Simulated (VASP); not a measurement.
Bi: single point with PBEsol

Bi:

```xyz
3
Lattice="5.5510 0.0000 0.0000 -2.7755 4.8073 0.0000 0.0000 0.0000 3.2784" Properties=species:S:1:pos:R:3 pbc="T T T"
Bi   -2.7755    4.8073    0.0000
Bi    0.0000    3.2049    1.6392
Bi    2.7755    1.6024    1.6392
```

This cell differs from its parent crystal: volume scaled by 0.96.

```yaml
Program: VASP 6.6.1
Task: single point
Functional: PBEsol
Potentials_or_basis: VASP PAW PBE potentials, release 64 (Bi_d)
Cutoff: 520 eV
k_mesh: 7 × 7 × 11
Occupations: fermi-dirac, width 0.1 eV
Spin: no spin polarisation
```

The pressure is 2.7 GPa.

Stress tensor (GPa, compression positive):
```
2.17 0.00 0.00
0.00 2.17 0.00
0.00 0.00 3.66
```

Levels at points of the mesh, in eV from the Fermi level:
```csv
k point,band 20,band 21,band 22,band 23,band 24,band 25
"(0.00, 0.00, 0.00)",-3.81,-3.57,-3.57,1.77,5.42,5.42
```

Run time: 53 s on 1 thread of Intel(R) Xeon(R) Platinum 8559C (Emerald Rapids), with other jobs on the host, peak memory 0.23 GiB.

Caveat: the PAW data sets were made with another functional, which shifts forces and pressure a little; spin-orbit coupling is left out, which moves the levels of the heavy elements.
